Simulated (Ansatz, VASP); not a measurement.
## AlCu3: VASP beside Ansatz

```
Al Cu
1.0
     0.00000    2.84938    2.84938
     2.84938    0.00000    2.84938
     2.84938    2.84938    0.00000
Al Cu
1 3
Cartesian
  0.0000 0.0000 0.0000
  2.8494 2.8494 2.8494
  1.4247 1.4247 1.4247
  4.2741 4.2741 4.2741
```

Alike in both runs: functional LDA; k mesh 12 × 12 × 12; occupations gaussian, width 0.1 eV; no spin polarisation.

Ansatz relaxed the structure, and its values are those at the end. VASP's run is a single point on that final structure, the one shown.

```csv
,VASP,Ansatz
version,VASP 6.6.1,Ansatz 0.2.0
potentials or method,"VASP PAW LDA potentials, release 64 (Al, Cu), cutoff 520 eV","scalar-relativistic, plane waves, PAW"
valence electrons in the cell,36,60
```

```tsv
	VASP	Ansatz	Ansatz less VASP
gap on the k mesh at the Fermi level (eV)	none	none	-
pressure (GPa)	0.7	0.0	-0.67
```

Ansatz warns that its potentials were made for another functional, while VASP's fit it. LDA's correlation is that of Perdew and Zunger in VASP and of Perdew and Wang (1992) in Ansatz. A gap of «none» marks a metal or a gap that the smearing closes. VASP's potentials hold 36 valence electrons a cell and Ansatz's 60, so a difference there can come from the potentials and not from the codes.
